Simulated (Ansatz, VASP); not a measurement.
One calculation of BeTe, two programs

```xyz
2
Lattice="0.0000 2.7774 2.7774 2.7774 0.0000 2.7774 2.7774 2.7774 0.0000" Properties=species:S:1:pos:R:3 pbc="T T T"
Be    0.0000    0.0000    0.0000
Te    1.3887    1.3887    1.3887
```

Alike in both runs: functional LDA; k mesh 8 × 8 × 8; occupations gaussian, width 0.02 eV; no spin polarisation.

Ansatz relaxed the structure, and its values are those at the end. VASP's run is a single point on that final structure, the one shown.

|  | VASP | Ansatz |
| --- | --- | --- |
| version | VASP 6.6.1 | Ansatz 0.2.0 |
| potentials or method | VASP PAW LDA potentials, release 64 (Be, Te), cutoff 600 eV | scalar-relativistic, plane waves, PAW |
| valence electrons in the cell | 8 | 18 |

```csv
,VASP,Ansatz,Ansatz less VASP
gap on the k mesh at the Fermi level (eV),1.77,1.79,+0.019
least direct gap on the mesh (eV),3.55,3.59,+0.037
pressure (GPa),0.3,0.0,-0.27
```

Ansatz warns that its potentials were made for another functional, while VASP's fit it. LDA's correlation is that of Perdew and Zunger in VASP and of Perdew and Wang (1992) in Ansatz. VASP's potentials hold 8 valence electrons a cell and Ansatz's 18, so a difference there can come from the potentials and not from the codes.

Neither program's run includes spin-orbit coupling.
